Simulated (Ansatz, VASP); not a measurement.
**CuC18: VASP beside Ansatz**

```xyz
19
Lattice="7.3980 0.0000 0.0000 -3.6990 6.4069 0.0000 0.0000 0.0000 13.0000" Properties=species:S:1:pos:R:3 pbc="T T T"
C    -0.0031    0.0004    0.9855
C     1.2201    0.7191    1.0281
C    -1.2325    2.1359    0.9785
C    -0.0009    2.8470    0.9721
C    -2.4673    4.2685    0.9854
C    -1.2332    4.9684    1.0279
C     2.4649   -0.0007    1.1177
C     3.7120    0.7194    1.0374
C     1.2314    2.1390    0.9844
C     2.4661    2.8486    0.9832
C     0.0021    4.2682    0.9844
C     1.2340    4.9827    0.9832
C     4.9369    0.0002    0.9882
C     6.1652    0.7135    0.9740
C     3.7016    2.1398    0.9882
C     4.9335    2.8469    0.9739
C     2.4665    4.2716    0.9795
C     3.6986    4.9829    0.9840
Cu    2.5538    0.0532    3.1644
```

Alike in both runs: functional PBE; k mesh 2 × 2 × 1; occupations gaussian, width 0.05 eV; collinear spin.

Ansatz relaxed the structure, and its values are those at the end. VASP's run is a single point on that final structure, the one shown.

|  | VASP | Ansatz |
| --- | --- | --- |
| version | VASP 6.6.1 | Ansatz 0.2.0 |
| potentials or method | VASP PAW PBE potentials, release 64 (C, Cu), cutoff 520 eV | scalar-relativistic, plane waves, PAW |
| valence electrons in the cell | 83 | 91 |

```csv
,VASP,Ansatz,Ansatz less VASP
rms of the force components (eV/Å),0.008,0.005,-0.0034
net moment per atom (μB),0.04,0.04,+0.001
size of the moment on the site where the two differ most (μB),0.19,0.07,-0.119
```

Site moments also hang on the region over which each program counts them. The functional is the same, so the differences come from potentials, cutoffs and numerics. VASP's potentials hold 83 valence electrons a cell and Ansatz's 91, so a difference there can come from the potentials and not from the codes.

The k mesh is coarse, so the values compare programs but aren't converged.
